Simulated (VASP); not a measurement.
A run of VASP 6.6.1 is set up as follows.

The input INCAR:

```
SYSTEM = CuP
PREC     = Accurate       ! precision mode
ENCUT    = 520            ! plane-wave cutoff, eV
EDIFF    = 1E-7           ! SCF threshold, eV
ISMEAR   = 0              ! smearing method
SIGMA    = 0.05           ! smearing width, eV
LREAL    = .False.        ! projectors in reciprocal space
LASPH    = .True.         ! aspherical terms in the spheres
NELM     = 100            ! most SCF steps
ALGO     = Normal         ! electronic algorithm
ISIF     = 2              ! what is computed and relaxed
LWAVE    = .False.        ! write WAVECAR
LCHARG   = .False.        ! write CHGCAR
GGA      = PS             ! functional
NBANDS   = 15             ! bands
```

File KPOINTS:

```
regular mesh
0
Gamma
  12 12 12
  0 0 0
```

POSCAR

```
CuP
1.0
    0.0000000000      2.3864281752      2.3864281752
    2.3864281752      0.0000000000      2.3864281752
    2.3864281752      2.3864281752      0.0000000000
Cu P
1 1
Direct
    0.5000000000      0.5000000000      0.5000000000
    0.0419036286      0.0419036286     -0.0419036286
```

Potentials or basis: VASP PAW PBE potentials, release 64 (Cu, P).

Launch:

```sh
$ cat potpaw_PBE.64/Cu/POTCAR potpaw_PBE.64/P/POTCAR > POTCAR
$ mpirun -np 1 vasp_std > vasp.out
```

Task: Estimate the largest force.

Result: 1.137 eV/Å.

Task: Estimate the band gap on the k mesh.

Result: Zero (band 8 reaches 10.46 eV, above the bottom of band 9 at 5.77 eV).

Task: Predict the pressure.

Result: 2.9 GPa.

Forces in eV/Å, atoms in the order of the input:
```
Cu   0.000  0.000  1.137
P    0.000  0.000 -1.137
```

Caveat: the cell differs from its parent crystal (atom 2 (P) moved 0.2 Å along z); the PAW data sets were made with another functional, which shifts forces and pressure a little.
